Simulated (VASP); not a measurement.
# Si2Mo (P6_222) in VASP: relaxation of cell and atoms with PBE

Aim: the relaxation of cell and atoms of Si2Mo with PBE.

Everything below comes from runs of VASP 6.6.1. Logs are shortened: lines on timing, memory, paths and dates and some standing lists are left out, and cuts for length are marked.

## Step 1: The cell of the first run

It takes space group P6_222 (No. 180, hexagonal). The conventional cell has a = 4.585 Å, b = 4.585 Å, c = 6.580 Å, α = 90.00°, β = 90.00°, γ = 120.00°. Si (site symmetry 2) has 9 Si at 2.55 to 3.20 Å and 5 Mo at 2.57 to 2.67 Å within 3.4 Å. Within 3.4 Å of Mo (site symmetry 222) lie 10 Si at 2.57 to 2.67 Å and 4 Mo at 3.17 Å.

## Step 2: Relaxation of cell and atoms, PBE

File INCAR:

```
SYSTEM = Si2Mo
  PREC = Accurate
  ENCUT = 600
  EDIFF = 1E-6
  ISMEAR = 0
  SIGMA = 0.01
  LREAL = .False.
  LASPH = .True.
  NELM = 80
  ALGO = Normal
  ISIF = 3
  LWAVE = .False.
  LCHARG = .False.
  GGA = PE
  IBRION = 2
  NSW = 100
  EDIFFG = -0.002
```

File KPOINTS:

```
regular mesh
0
Gamma
  9 9 6
  0 0 0
```

File POSCAR:

```
Si2Mo
1.0
    4.5854715600      0.0000000000      0.0000000000
   -2.2927357800      3.9711348600      0.0000000000
    0.0000000000      0.0000000000      6.5797601000
Si Mo
6 3
Direct
    0.1638729800      0.8361270200      0.8333333300
    0.3277459600      0.1638729800      0.1666666700
    0.8361270200      0.6722540400      0.5000000000
    0.8361270200      0.1638729800      0.8333333300
    0.6722540400      0.8361270200      0.1666666700
    0.1638729800      0.3277459600      0.5000000000
    0.5000000000      0.0000000000      0.5000000000
    0.0000000000      0.5000000000      0.1666666700
    0.5000000000      0.5000000000      0.8333333300
```

Potentials or basis: VASP PAW PBE potentials, release 64 (Si, Mo_sv).

Started as:

```
$ cat potpaw_PBE.64/Si/POTCAR potpaw_PBE.64/Mo_sv/POTCAR > POTCAR
$ mpirun -np 1 vasp_std > vasp.out
```

OUTCAR:

```text
SYSTEM = Si2Mo
   PREC = Accurate
   ENCUT = 600
   EDIFF = 1E-6
   ISMEAR = 0
   LREAL = .False.
   LASPH = .True.
   NELM = 80
   ISIF = 3
   GGA = PE
   IBRION = 2
   NSW = 100
   EDIFFG = -0.002

 ion  position               nearest neighbor table
   1  0.164  0.836  0.833-   3 2.55   2 2.55   7 2.57   8 2.57   4 2.60   9 2.64   9 2.64   9 2.67
                             4 2.67   4 2.67   6 3.15   5 3.15
   2  0.328  0.164  0.167-   6 2.55   1 2.55   7 2.57   9 2.57   5 2.60   8 2.64   8 2.64   8 2.67
                             5 2.67   5 2.67   3 3.15   4 3.15
   3  0.836  0.672  0.500-   1 2.55   5 2.55   8 2.57   9 2.57   6 2.60   7 2.64   7 2.64   7 2.67
                             6 2.67   6 2.67   4 3.15   2 3.15
   4  0.836  0.164  0.833-   6 2.55   5 2.55   7 2.57   8 2.57   1 2.60   9 2.64   9 2.64   9 2.67
                             1 2.67   1 2.67   3 3.15   2 3.15
   5  0.672  0.836  0.167-   3 2.55   4 2.55   7 2.57   9 2.57   2 2.60   8 2.64   8 2.64   8 2.67
                             2 2.67   2 2.67   6 3.15   1 3.15
   6  0.164  0.328  0.500-   2 2.55   4 2.55   8 2.57   9 2.57   3 2.60   7 2.64   7 2.64   7 2.67
                             3 2.67   3 2.67   5 3.15   1 3.15
   7  0.500  0.000  0.500-   1 2.57   2 2.57   4 2.57   5 2.57   6 2.64   3 2.64   6 2.64   3 2.64
                             6 2.67   3 2.67   8 3.17   9 3.17   9 3.17   8 3.17
   8  0.000  0.500  0.167-   3 2.57   6 2.57   4 2.57   1 2.57   5 2.64   2 2.64   2 2.64   5 2.64
                             5 2.67   2 2.67   7 3.17   7 3.17   9 3.17   9 3.17
   9  0.500  0.500  0.833-   3 2.57   6 2.57   5 2.57   2 2.57   1 2.64   4 2.64   1 2.64   4 2.64
                             1 2.67   4 2.67   7 3.17   7 3.17   8 3.17   8 3.17

  LATTYP: Found a hexagonal cell.
 ALAT       =     4.5854715600
 C/A-ratio  =     1.4349146023

  Lattice vectors:

 A1 = (   4.5854715600,   0.0000000000,   0.0000000000)
 A2 = (  -2.2927357800,   3.9711348600,   0.0000000000)
 A3 = (   0.0000000000,   0.0000000000,   6.5797601000)

Analysis of symmetry for initial positions (statically):
=====================================================================
 Subroutine PRICEL returns:
 Original cell was already a primitive cell.

 Routine SETGRP: Setting up the symmetry group for a
 hexagonal supercell.

 Subroutine GETGRP returns: Found 12 space group operations
 (whereof  4 operations were pure point group operations)
 out of a pool of 24 trial point group operations.

The static configuration has the point symmetry D_2 .
 The point group associated with its full space group is D_6 .

Analysis of symmetry for dynamics (positions and initial velocities):
=====================================================================
 Subroutine PRICEL returns:
 Original cell was already a primitive cell.

 Routine SETGRP: Setting up the symmetry group for a
 hexagonal supercell.

 Subroutine GETGRP returns: Found 12 space group operations
 (whereof  4 operations were pure point group operations)
 out of a pool of 24 trial point group operations.

The dynamic configuration has the point symmetry D_2 .
 The point group associated with its full space group is D_6 .

 Subroutine INISYM returns: Found 12 space group operations
 (whereof  4 operations are pure point group operations),
 and found     1 'primitive' translations

----------------------------------------------------------------------------------------

                                     Primitive cell

  volume of cell :     119.8143

  direct lattice vectors                    reciprocal lattice vectors
     4.585471560  0.000000000  0.000000000     0.218080079  0.125908592  0.000000000
    -2.292735780  3.971134860  0.000000000     0.000000000  0.251817185  0.000000000
     0.000000000  0.000000000  6.579760100     0.000000000  0.000000000  0.151981225

  length of vectors
     4.585471560  4.585471561  6.579760100     0.251817185  0.251817185  0.151981225

  position of ions in fractional coordinates (direct lattice)
     0.163872980  0.836127020  0.833333330
     0.327745960  0.163872980  0.166666670
     0.836127020  0.672254040  0.500000000
     0.836127020  0.163872980  0.833333330
     0.672254040  0.836127020  0.166666670
     0.163872980  0.327745960  0.500000000
     0.500000000  0.000000000  0.500000000
     1.000000000  0.500000000  0.166666670
     0.500000000  0.500000000  0.833333330

  ion indices of the primitive-cell ions
   primitive index   ion index
                 1           1
                 2           2
                 3           3
                 4           4
                 5           5
                 6           6
                 7           7
                 8           8
                 9           9

----------------------------------------------------------------------------------------

 KPOINTS: regular mesh

Automatic generation of k-mesh.
 Grid dimensions read from file:
 generate k-points for:    9    9    6

 Generating k-lattice:

  Cartesian coordinates                     Fractional coordinates (reciprocal lattice)
     0.024231120  0.013989844  0.000000000     0.111111111 -0.000000000  0.000000000
     0.000000000  0.027979687  0.000000000     0.000000000  0.111111111  0.000000000
     0.000000000  0.000000000  0.025330204     0.000000000  0.000000000  0.166666667

  Length of vectors
     0.027979687  0.027979687  0.025330204

  Shift w.r.t. Gamma in fractional coordinates (k-lattice)
     0.000000000  0.000000000  0.000000000

 Subroutine IBZKPT returns following result:
 ===========================================

 Found     48 irreducible k-points:

 Following reciprocal coordinates:
            Coordinates               Weight
  0.000000  0.000000  0.000000      1.000000
  0.111111 -0.000000  0.000000      6.000000
  0.222222  0.000000  0.000000      6.000000
  0.333333  0.000000  0.000000      6.000000
  0.444444  0.000000  0.000000      6.000000
  0.111111  0.111111  0.000000      6.000000
[... 16 lines left out ...]
  0.333333  0.222222  0.166667     24.000000
  0.333333  0.333333  0.166667      4.000000
 [... further k-points ...]
   k-points           NKPTS =     48   k-points in BZ     NKDIM =     48   number of bands    NBANDS=     39
   number of dos      NEDOS =    301   number of ions     NIONS =      9
   total plane-waves  NPLWV =  86400
   dimension x,y,z NGX =    40 NGY =   40 NGZ =   54
   dimension x,y,z NGXF=    80 NGYF=   80 NGZF=  108
   ions per type =               6   3
   NGX,Y,Z   is equivalent  to a cutoff of  14.50, 14.50, 13.64 a.u.
   NGXF,Y,Z  is equivalent  to a cutoff of  29.00, 29.00, 27.29 a.u.
 SYSTEM =  Si2Mo
   PREC   = accura    normal or accurate (medium, high low for compatibility)
   ISTART =      0    job   : 0-new  1-cont  2-samecut
   ICHARG =      2    charge: 1-file 2-atom 10-const
   ISPIN  =      1    spin polarized calculation?
   LNONCOLLINEAR =      F non collinear calculations
   LSORBIT =      F    spin-orbit coupling
   LASPH  =      T    aspherical Exc in radial PAW
   ENCUT  =  600.0 eV  44.10 Ry    6.64 a.u.   9.16  9.16 13.14*2*pi/ulx,y,z
   NELM   =     80;   NELMIN=  2; NELMDL= -5     # of ELM steps
   EDIFF  = 0.1E-05   stopping-criterion for ELM
   LREAL  =      F    real-space projection
   EDIFFG = -.2E-02   stopping-criterion for IOM
   NSW    =    100    number of steps for IOM
   IBRION =      2    ionic relax: 0-MD 1-quasi-New 2-CG
   NFREE  =      1    steps in history (QN), initial steepest desc. (CG)
   ISIF   =      3    stress and relaxation
   ISYM   =      2    0-nonsym 1-usesym 2-fastsym
   POTIM  = 0.5000    time-step for ionic-motion
   TEBEG  =    0.0;   TEEND  =   0.0 temperature during run
   PSTRESS=    0.0 pullay stress
   NELECT =      66.0000    total number of electrons
   NUPDOWN=      -1.0000    fix difference up-down
   EMIN   =  10.00;   EMAX   =-10.00  energy-range for DOS
   EFERMI =   0.00;   METHOD = LEGACY
   ISMEAR =     0;   SIGMA  =   0.01  broadening in eV -4-tet -1-fermi 0-gaus
   EFERMI_NEDOS =   21; number of points for ismear=-14 and -15
   IALGO  =     38    algorithm
   IMIX   =      4    mixing-type and parameters
     AMIX     =   0.40;   BMIX     =  1.00
     AMIX_MAG =   1.60;   BMIX_MAG =  1.00
  volume/ion in A,a.u.               =      13.31        89.84
  Fermi-wavevector in a.u.,A,eV,Ry     =   1.342002  2.536017 24.503685  1.800970
  Thomas-Fermi vector in A             =   2.470191
   LORBIT       =      0    0 simple, 1 ext, 2 COOP (PROOUT), +10 PAW based schemes
   GGA     = PE    functional components
   LHFCALC =     F    Hartree Fock is set to
   AEXX    =    0.0000 exact exchange contribution
   IVDW    =     0    specifies the selected vdW correction
   LEPSILON=     F    determine dielectric tensor
   LRPA    =     F    only Hartree local field effects (RPA)
 conjugate gradient relaxation of ions
 non-spin polarized calculation
 Gauss-broadening in eV      SIGMA  =   0.01
  energy-cutoff  :      600.00
  volume of cell :      119.81
 maximum number of plane-waves:      4023
 NGX is ok and might be reduce to    40
   NGX = 19   NGY = 19   NGZ = 27

--------------------------------------- Ionic step        1  -------------------------------------------

 number of electron      65.9999993 magnetization

 Free energy of the ion-electron system (eV)
  ---------------------------------------------------
  ext. energy  EPLUGINS =         0.00000000
  ---------------------------------------------------
  free energy    TOTEN  =       -69.51594905 eV

  energy without entropy =      -69.51594905  energy(sigma->0) =      -69.51594905

------------------------ aborting loop because EDIFF is reached ----------------------------------------

  FORCE on cell =-STRESS in cart. coord.  units (eV):
  Direction    XX          YY          ZZ          XY          YZ          ZX
  --------------------------------------------------------------------------------------
  -------------------------------------------------------------------------------------
  Total        2.7699484      2.7699484      2.6637609      0.0000000     -0.0000000      0.0000000
  in kB       37.0402205     37.0402205     35.6202625      0.0000000     -0.0000000      0.0000000
  external PRESSURE =      36.5669012 kB  Pullay stress =       0.0000000 kB
[... 286 lines left out ...]
  energy  without entropy=      -69.5390564746  energy(sigma->0) =      -69.53905647

--------------------------------------- Ionic step        8  -------------------------------------------

 number of electron      65.9999993 magnetization

 Free energy of the ion-electron system (eV)
  ---------------------------------------------------
  ext. energy  EPLUGINS =         0.00000000
  ---------------------------------------------------
  free energy    TOTEN  =       -69.53906353 eV

  energy without entropy =      -69.53906353  energy(sigma->0) =      -69.53906353

 E-fermi :  12.7116     XC(G=0): -12.3790

 val. band max:       12.5919642857   @ k =   0.4444   0.0000   0.5000
 cond. band min:      12.7762452973   @ k =   0.4444   0.0000   0.0000
 fundamental gap:      0.1842810116
 Fermi energy:        12.7115713231

 k-point     1 :       0.0000    0.0000    0.0000
  band No.  band energies     occupation
      1     -48.5045      2.00000
      2     -48.4764      2.00000
      3     -48.4764      2.00000
      4     -22.7344      2.00000
      5     -22.7314      2.00000
      6     -22.7314      2.00000
[... 997 lines left out ...]
     38      14.5066      0.00000
     39      14.5159      0.00000

 [... further k-points ...]

------------------------ aborting loop because EDIFF is reached ----------------------------------------

  FORCE on cell =-STRESS in cart. coord.  units (eV):
  Direction    XX          YY          ZZ          XY          YZ          ZX
  --------------------------------------------------------------------------------------
  -------------------------------------------------------------------------------------
  Total       -0.0099512     -0.0099512     -0.0021622      0.0000000     -0.0000000      0.0000000
  in kB       -0.1308235     -0.1308235     -0.0284254      0.0000000     -0.0000000      0.0000000
  external PRESSURE =      -0.0966908 kB  Pullay stress =       0.0000000 kB
[... 24 lines left out ...]
  FREE ENERGIE OF THE ION-ELECTRON SYSTEM (eV)
  ---------------------------------------------------
  free  energy   TOTEN  =       -69.5390635333 eV

  energy  without entropy=      -69.5390635333  energy(sigma->0) =      -69.53906353

 reached required accuracy - stopping structural energy minimisation
```

Run time: 34 min. Hardware: 1 thread of Intel Xeon 8259CL, shared host; peak memory 0.43 GiB.

Results:

| Property | Result |
| --- | --- |
| Free energy | -69.5391 eV |
| Relaxed volume | 13.54 Å³/atom |
| Relaxed cell | a = 4.614 Å, b = 4.614 Å, c = 6.610 Å, α = 90.00°, β = 90.00°, γ = 120.00° |
| Space group after relaxing (to 0.1 Å) | P6_222 (No. 180) |
| Energy gained by relaxing | 2.6 meV/atom |
| Ionic steps | 8 |
| Pressure after relaxing | 0.0 GPa |
| Band gap on the k mesh | 0.18 eV (least direct gap 0.57 eV) |

Step by step:
| step | energy change (eV) | largest force (eV/Å) | pressure (GPa) | volume (Å³) |
| --- | --- | --- | --- | --- |
| 1 | 0.0000 | 0.0057 | 3.66 | 119.81 |
| 2 | 0.0319 | 0.0175 | -5.21 | 125.16 |
| 3 | -0.0230 | 0.0103 | -0.02 | 121.88 |
| 4 | -0.0229 | 0.0100 | 0.03 | 121.84 |
| 5 | -0.0231 | 0.0017 | 0.05 | 121.84 |
| 6 | -0.0231 | 0.0014 | 0.05 | 121.85 |
| 7 | -0.0231 | 0.0010 | -0.06 | 121.91 |
| 8 | -0.0231 | 0.0012 | -0.01 | 121.87 |

Final structure:
```yaml
crystal:
  lattice:
    - [4.61417, 0.00000, 0.00000]
    - [-2.30709, 3.99599, 0.00000]
    - [0.00000, 0.00000, 6.60969]
  atoms:
    - { symbol: Si, position: [0.16394, 0.83606, 0.83333] }
    - { symbol: Si, position: [0.32789, 0.16394, 0.16667] }
    - { symbol: Si, position: [0.83606, 0.67211, 0.50000] }
    - { symbol: Si, position: [0.83606, 0.16394, 0.83333] }
    - { symbol: Si, position: [0.67211, 0.83606, 0.16667] }
    - { symbol: Si, position: [0.16394, 0.32789, 0.50000] }
    - { symbol: Mo, position: [0.50000, 0.00000, 0.50000] }
    - { symbol: Mo, position: [0.00000, 0.50000, 0.16667] }
    - { symbol: Mo, position: [0.50000, 0.50000, 0.83333] }
```
